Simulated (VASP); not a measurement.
Wanted: the native input for a VASP 6.6.1 run.

| Item | Value |
| --- | --- |
| Task | single point |
| Functional | r2SCAN |
| Potentials or basis | VASP PAW PBE potentials, release 64 (Hg, Te) |
| Cutoff | 520 eV |
| k mesh | 6 × 6 × 6 |
| Occupations | fermi-dirac, width 0.02 eV |
| Spin | no spin polarisation |
| Dipole correction | no |
| Further INCAR settings | ALGO = Normal; EDIFF = 1e-07; NBANDS = 16 |

The system is HgTe.

```xyz
2
Lattice="0.0000 3.0204 3.0204 3.0204 0.0000 3.0204 3.0204 3.0204 0.0000" Properties=species:S:1:pos:R:3 pbc="T T T"
Hg    0.0000    0.0000    0.0000
Te    3.0204    3.0204    3.0204
```

The input as run:

POSCAR

```
HgTe
1.0
    0.0000000000      3.0204014056      3.0204014056
    3.0204014056      0.0000000000      3.0204014056
    3.0204014056      3.0204014056      0.0000000000
Hg Te
1 1
Direct
    0.0000000000      0.0000000000      0.0000000000
    0.5000000000      0.5000000000      0.5000000000
```

INCAR.step1

```
SYSTEM = HgTe
PREC     = Accurate       ! precision mode
ENCUT    = 520            ! plane-wave cutoff, eV
ISMEAR   = -1             ! smearing method
SIGMA    = 0.02           ! smearing width, eV
LREAL    = .False.        ! projectors in reciprocal space
LASPH    = .True.         ! aspherical terms in the spheres
NELM     = 100            ! most SCF steps
NBANDS   = 16             ! bands
GGA      = PE             ! functional
ALGO     = Normal         ! electronic algorithm
EDIFF    = 1E-4           ! SCF threshold, eV
LWAVE    = .True.         ! write WAVECAR
LCHARG   = .False.        ! write CHGCAR
```

INCAR.step2

```
SYSTEM = HgTe
PREC     = Accurate       ! precision mode
ENCUT    = 520            ! plane-wave cutoff, eV
EDIFF    = 1E-7           ! SCF threshold, eV
ISMEAR   = -1             ! smearing method
SIGMA    = 0.02           ! smearing width, eV
LREAL    = .False.        ! projectors in reciprocal space
LASPH    = .True.         ! aspherical terms in the spheres
NELM     = 100            ! most SCF steps
ALGO     = Normal         ! electronic algorithm
ISIF     = 2              ! what is computed and relaxed
LWAVE    = .False.        ! write WAVECAR
LCHARG   = .False.        ! write CHGCAR
METAGGA  = R2SCAN         ! meta-GGA
LMIXTAU  = .True.       
NBANDS   = 16             ! bands
ISTART   = 1
```

KPOINTS

```
regular mesh
0
Gamma
  6 6 6
  0 0 0
```

Potentials or basis: VASP PAW PBE potentials, release 64 (Hg, Te).

Launch:

```sh
$ cat potpaw_PBE.64/Hg/POTCAR potpaw_PBE.64/Te/POTCAR > POTCAR
$ cp INCAR.step1 INCAR
$ mpirun -np 1 vasp_std > vasp.out
$ cp INCAR.step2 INCAR
$ mpirun -np 1 vasp_std > vasp.out
```

It gave:

```json
{"Pressure": "1.5 GPa", "Band gap on the k mesh": "zero (band 9 reaches 4.81 eV, above the bottom of band 10 at 2.04 eV)"}
```

Caveat: the PAW data sets were made with another functional, which shifts forces and pressure a little; spin-orbit coupling is left out, which moves the levels of the heavy elements.

It took 55 s on 1 thread of Intel(R) Xeon(R) Platinum 8175M CPU @ 2.50GHz (Skylake/Cascade Lake), on a shared host, peak memory 0.19 GiB.
